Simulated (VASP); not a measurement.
# F (C2/c) in VASP: notebook, part 2 of 2

VASP 6.6.1.

### Step 3. Single point, PBE+D3(BJ) (16.22 Å³/atom)

INCAR

```
SYSTEM = F
  PREC = Accurate
  ENCUT = 520
  EDIFF = 1E-6
  ISMEAR = 0
  SIGMA = 0.05
  LREAL = .False.
  LASPH = .True.
  NELM = 100
  ALGO = Normal
  ISIF = 2
  LWAVE = .False.
  LCHARG = .False.
  GGA = PE
  IVDW = 12
  NBANDS = 22
```

KPOINTS

```
regular mesh
0
Gamma
  8 8 4
  0 0 0
```

POSCAR

```
F
1.0
    2.6520461547     -1.7901729691      0.2798782125
    2.6520461547      1.7901729691      0.2798782125
   -0.8283549133      0.0000000000      6.7437916193
F
4
Direct
    0.9138648456      0.5855481450      0.0939279973
    0.4144518550      0.0861351544      0.4060720027
    0.0861351544      0.4144518550      0.9060720027
    0.5855481450      0.9138648456      0.5939279973
```

Potentials or basis: VASP PAW PBE potentials, release 64 (F).

Run with:

```bash
$ cat potpaw_PBE.64/F/POTCAR > POTCAR
$ mpirun -np 1 vasp_std > vasp.out
```

It took 33 s on 1 thread of Intel Xeon 6975P-C (Granite Rapids), shared host; peak memory 0.22 GiB.

Results (log left out):

```
Free energy                : -7.4161 eV
Pressure                   : 0.6 GPa
Largest force              : 0.393 eV/Å
Band gap on the k mesh     : 2.93 eV
Dispersion energy per atom : -0.029 eV
```

Forces in eV/Å, atoms in the order of the input:
```
F   -0.041  0.167  0.353
F    0.041  0.167 -0.353
F    0.041 -0.167 -0.353
F   -0.041 -0.167  0.353
```

Stress tensor (GPa, compression positive):
```
-0.12  0.00 -0.22
 0.00  0.19  0.00
-0.22  0.00  1.77
```

Levels at points of the mesh, in eV from the valence-band top:
```tsv
k point	band 12	band 13	band 14	band 15	band 16	band 17
(0.00, 0.00, 0.00)	-0.07	-0.01	0.00	2.93	3.73	9.20
(0.50, 0.00, 0.00)	-0.31	-0.07	-0.05	3.42	3.42	13.46
(0.50, 0.50, 0.00)	-0.44	-0.10	-0.08	3.19	3.65	13.91
(0.00, 0.00, 0.50)	-0.22	-0.01	-0.01	3.31	3.31	10.11
(0.50, 0.00, 0.50)	-0.27	-0.04	-0.03	3.39	3.40	13.97
(0.50, 0.50, 0.50)	-0.32	-0.27	-0.27	3.41	3.41	14.40
```

A k mesh can miss the band edges.

### Step 4. Single point, PBE+D3(BJ) (16.73 Å³/atom)

This run uses another cell than the first one, of 16.73 Å³/atom.

INCAR

```
ALGO = Normal ; EDIFF = 1E-6
ENCUT = 520 ; GGA = PE
ISIF = 2 ; ISMEAR = 0
IVDW = 12 ; LASPH = T
LCHARG = T ; LELF = T
LREAL = F ; LVHAR = T
LWAVE = F ; NBANDS = 22
NELM = 60 ; PREC = Accurate
SIGMA = 0.05
```

KPOINTS

```
k-points
0
Gamma
  8 8 4
```

POSCAR

```
F
1.0
    2.8652429996     -1.7495760242      0.3023775011
    2.8652429996      1.7495760242      0.3023775011
   -0.8214614288      0.0000000000      6.5896032014
F
4
Direct
    0.9138648456      0.5855481450      0.0939279973
    0.4144518550      0.0861351544      0.4060720027
    0.0861351544      0.4144518550      0.9060720027
    0.5855481450      0.9138648456      0.5939279973
```

Run with:

```bash
$ cat potpaw_PBE.64/F/POTCAR > POTCAR
$ mpirun -np 1 vasp_std > vasp.out
```

Wall time 52 s (1 thread of Intel Xeon 6975P-C (Granite Rapids), shared host); peak memory 0.22 GiB.

Results (log left out):

```
Free energy                : -7.3525 eV
Pressure                   : 3.4 GPa
Largest force              : 1.677 eV/Å
Band gap on the k mesh     : 3.33 eV
Dispersion energy per atom : -0.028 eV
```

Forces in eV/Å, atoms in the order of the input:
```
F   -0.189  0.736  1.495
F    0.189  0.736 -1.495
F    0.189 -0.736 -1.495
F   -0.189 -0.736  1.495
```

Stress tensor (GPa, compression positive):
```
-0.40  0.00 -1.18
 0.00  1.84  0.00
-1.18  0.00  8.83
```

Levels at points of the mesh, in eV from the valence-band top:
| k point | band 12 | band 13 | band 14 | band 15 | band 16 | band 17 |
| --- | --- | --- | --- | --- | --- | --- |
| (0.00, 0.00, 0.00) | -0.09 | -0.07 | 0.00 | 3.33 | 4.17 | 8.90 |
| (0.50, 0.00, 0.00) | -0.28 | -0.11 | -0.10 | 3.84 | 3.84 | 13.04 |
| (0.50, 0.50, 0.00) | -0.45 | -0.08 | -0.06 | 3.54 | 4.12 | 12.78 |
| (0.00, 0.00, 0.50) | -0.25 | -0.05 | -0.05 | 3.72 | 3.72 | 9.85 |
| (0.50, 0.00, 0.50) | -0.24 | -0.07 | -0.06 | 3.81 | 3.81 | 13.53 |
| (0.50, 0.50, 0.50) | -0.30 | -0.28 | -0.28 | 3.82 | 3.82 | 13.37 |

Caveat: the stress differs along the axes, from -0 to 9 GPa; forces of over 1 eV/Å act on the atoms, so gaps and moduli don't describe the material at rest.

### Step 5. Single point, PBE+D3(BJ) (16.73 Å³/atom)

This run uses another cell than the first one, of 16.73 Å³/atom.

INCAR

```
SYSTEM = F
ALGO = Normal
EDIFF = 1E-7
ENCUT = 520
GGA = PE
ISIF = 2
ISMEAR = 0
IVDW = 12
LASPH = .True.
LCHARG = .True.
LELF = .True.
LREAL = .False.
LVHAR = .True.
LWAVE = .False.
NBANDS = 22
NELM = 80
PREC = Accurate
SIGMA = 0.05
```

KPOINTS

```
k-points
0
Gamma
  8 8 4
  0 0 0
```

POSCAR

```
F
1.0
    2.7896868447     -1.7731105810      0.2944038384
    2.7896868447      1.7731105810      0.2944038384
   -0.8275475154      0.0000000000      6.6787676080
F
4
Direct
    0.9138648456      0.5855481450      0.0939279973
    0.4144518550      0.0861351544      0.4060720027
    0.0861351544      0.4144518550      0.9060720027
    0.5855481450      0.9138648456      0.5939279973
```

Run with:

```bash
$ cat potpaw_PBE.64/F/POTCAR > POTCAR
$ mpirun -np 1 vasp_std > vasp.out
```

Wall time 42 s (1 thread of Intel Xeon 6975P-C (Granite Rapids), shared host); peak memory 0.23 GiB.

It converged, with:

* Free energy: -7.4027 eV
* Pressure: 1.7 GPa
* Largest force: 0.906 eV/Å
* Band gap on the k mesh: 3.10 eV
* Dispersion energy per atom: -0.028 eV

Forces in eV/Å, atoms in the order of the input:
```
F   -0.100  0.396  0.809
F    0.100  0.396 -0.809
F    0.100 -0.396 -0.809
F   -0.100 -0.396  0.809
```

Stress tensor (GPa, compression positive):
```
-0.36  0.00 -0.62
 0.00  0.78  0.00
-0.62  0.00  4.55
```

Levels at points of the mesh, in eV from the valence-band top:
| k point | band 12 | band 13 | band 14 | band 15 | band 16 | band 17 |
| --- | --- | --- | --- | --- | --- | --- |
| (0.00, 0.00, 0.00) | -0.07 | -0.06 | 0.00 | 3.10 | 3.91 | 9.01 |
| (0.50, 0.00, 0.00) | -0.28 | -0.09 | -0.08 | 3.59 | 3.60 | 13.17 |
| (0.50, 0.50, 0.00) | -0.43 | -0.09 | -0.06 | 3.33 | 3.85 | 13.19 |
| (0.00, 0.00, 0.50) | -0.23 | -0.03 | -0.03 | 3.48 | 3.48 | 9.93 |
| (0.50, 0.00, 0.50) | -0.24 | -0.06 | -0.05 | 3.57 | 3.57 | 13.67 |
| (0.50, 0.50, 0.50) | -0.30 | -0.27 | -0.27 | 3.58 | 3.58 | 13.74 |

A k mesh can miss the band edges.

### Step 6. Single point, PBE+D3(BJ) (16.73 Å³/atom)

This run uses another cell than the first one, of 16.73 Å³/atom.

INCAR

```
SYSTEM = F
PREC = Accurate
ENCUT = 520
EDIFF = 1E-6
ISMEAR = 0
SIGMA = 0.05
LREAL = .FALSE.
LASPH = .TRUE.
NELM = 100
ALGO = Normal
ISIF = 2
LWAVE = .FALSE.
LCHARG = .TRUE.
GGA = PE
IVDW = 12
LELF = .TRUE.
LVHAR = .TRUE.
NBANDS = 22
```

KPOINTS

```
regular mesh
0
G
  8 8 4
  0 0 0
```

POSCAR

```
F
1.0
    2.9428947590     -1.7263394016      0.3105723192
    2.9428947590      1.7263394016      0.3105723192
   -0.8155851710      0.0000000000      6.5015535526
F
4
Direct
    0.9138648456      0.5855481450      0.0939279973
    0.4144518550      0.0861351544      0.4060720027
    0.0861351544      0.4144518550      0.9060720027
    0.5855481450      0.9138648456      0.5939279973
```

Potentials or basis: VASP PAW PBE potentials, release 64 (F).

Run with:

```bash
$ cat potpaw_PBE.64/F/POTCAR > POTCAR
$ mpirun -np 1 vasp_std > vasp.out
```

It took 47 s on 1 thread of Intel Xeon 6975P-C (Granite Rapids), shared host; peak memory 0.22 GiB.

The run converged. Its results:

* Free energy: -7.2698 eV
* Pressure: 5.4 GPa
* Largest force: 2.526 eV/Å
* Band gap on the k mesh: 3.57 eV
* Dispersion energy per atom: -0.028 eV

Forces on the atoms (eV/Å):
```
F   -0.287  1.111  2.250
F    0.287  1.111 -2.250
F    0.287 -1.111 -2.250
F   -0.287 -1.111  2.250
```

Stress tensor (GPa, compression positive):
```
-0.41  0.00 -1.80
 0.00  3.01  0.00
-1.80  0.00 13.46
```

Levels at points of the mesh, in eV from the valence-band top:
| k point | band 10 | band 11 | band 12 | band 13 | band 14 | band 15 | band 16 | band 17 | band 18 | band 19 |
| --- | --- | --- | --- | --- | --- | --- | --- | --- | --- | --- |
| (0.00, 0.00, 0.00) | -3.71 | -0.42 | -0.13 | -0.07 | 0.00 | 3.57 | 4.44 | 8.78 | 11.47 | 12.62 |
| (0.50, 0.00, 0.00) | -3.89 | -0.29 | -0.28 | -0.13 | -0.12 | 4.09 | 4.10 | 12.90 | 12.91 | 15.31 |
| (0.50, 0.50, 0.00) | -3.81 | -0.56 | -0.47 | -0.08 | -0.05 | 3.77 | 4.40 | 12.38 | 14.06 | 14.41 |
| (0.00, 0.00, 0.50) | -3.76 | -0.26 | -0.26 | -0.07 | -0.07 | 3.96 | 3.96 | 9.75 | 9.75 | 15.46 |
| (0.50, 0.00, 0.50) | -3.90 | -0.26 | -0.24 | -0.09 | -0.08 | 4.06 | 4.07 | 13.40 | 13.42 | 13.67 |
| (0.50, 0.50, 0.50) | -3.86 | -0.30 | -0.30 | -0.28 | -0.28 | 4.07 | 4.07 | 13.01 | 13.01 | 14.74 |

Caveat: the stress differs along the axes, from -0 to 13 GPa; forces of over 1 eV/Å act on the atoms, so gaps and moduli don't describe the material at rest. A k mesh can miss the band edges.

### Step 7. The runs side by side

```csv
cell,gap on the mesh (eV),pressure (GPa),largest force (eV/Å)
"a = 3.363, b = 3.363, c = 6.528 Å, angles 90.9, 90.9, 61.5°, 4 atoms",3.62,6.2,2.78
"a = 3.212, b = 3.212, c = 6.794 Å, angles 90.8, 90.8, 67.7°, 4 atoms",2.93,0.6,0.39
"a = 3.371, b = 3.371, c = 6.641 Å, angles 90.9, 90.9, 62.5°, 4 atoms",3.33,3.4,1.68
"a = 3.319, b = 3.319, c = 6.730 Å, angles 90.9, 90.9, 64.6°, 4 atoms",3.10,1.7,0.91
"a = 3.426, b = 3.426, c = 6.553 Å, angles 91.0, 91.0, 60.5°, 4 atoms",3.57,5.4,2.53
```

Alike in all rows: task single point; level PBE+D3(BJ); potentials or basis VASP PAW PBE potentials, release 64 (F); no spin polarisation; k mesh 8 × 8 × 4; cutoff (eV) 520; smearing gaussian 0.05 eV.

Caveats: forces of over 1 eV/Å act on the atoms, so gaps and moduli don't describe the material at rest (at least some runs); the stress differs along the axes, from -0 to 15 GPa (at least some runs); the stress differs along the axes, from -0 to 9 GPa (at least some runs); the stress differs along the axes, from -0 to 13 GPa (at least some runs).

Total energies depend on the potentials used, so only differences within one code and one set of settings carry meaning.
